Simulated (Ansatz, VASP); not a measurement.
## SiO2: VASP beside Ansatz

```xyz
12
Lattice="4.9890 0.0000 0.0000 0.0000 4.9890 0.0000 0.0000 0.0000 6.9910" Properties=species:S:1:pos:R:3 pbc="T T T"
Si    1.4851    1.4851    0.0000
Si    1.0094    3.9796    1.7477
Si    3.5039    3.5039    3.4955
Si    3.9796    1.0094    5.2432
O     1.2024    0.4986    1.2306
O     1.9959    3.6969    2.9783
O     3.7866    4.4904    4.7261
O     2.9931    1.2921    6.4738
O     3.6969    1.9959    4.0127
O     4.4904    3.7866    2.2649
O     1.2921    2.9931    0.5172
O     0.4986    1.2024    5.7604
```

Alike in both runs: task electric field gradients; functional PBE; k mesh 4 × 4 × 3; occupations fermi-dirac, width 0.15 eV; no spin polarisation.

|  | VASP | Ansatz |
| --- | --- | --- |
| version | VASP 6.6.1 | Ansatz 0.2.0 |
| potentials or method | VASP PAW PBE potentials, release 64 (Si, O) | plane-wave PAW, scalar-relativistic |
| plane-wave cutoff (eV) | 520 | 420 |
| valence electrons in the cell | 64 | 64 |

Ansatz gave:

| Property | Result |
| --- | --- |
| gap on the k mesh at the Fermi level (eV) | 5.77 |
| pressure (GPa) | 6.9 |
| traceless stress, the component that is largest in VASP (GPa) | 0.36 |
| rms of the force components (eV/Å) | 0.215 |
| size of Vzz on the site where it differs most (V/Å²) | 92.1 |

**Question.** Which values does VASP return?

**Answer.** gap on the k mesh at the Fermi level (eV): 5.77; pressure (GPa): 7.0; traceless stress, the component that is largest in VASP (GPa): 0.34; rms of the force components (eV/Å): 0.215; size of Vzz on the site where it differs most (V/Å²): 87.5.

Atom by atom the forces differ by 0.009 eV/Å (rms over components). With one functional, cell and mesh, what is left measures potentials, basis and numerics.
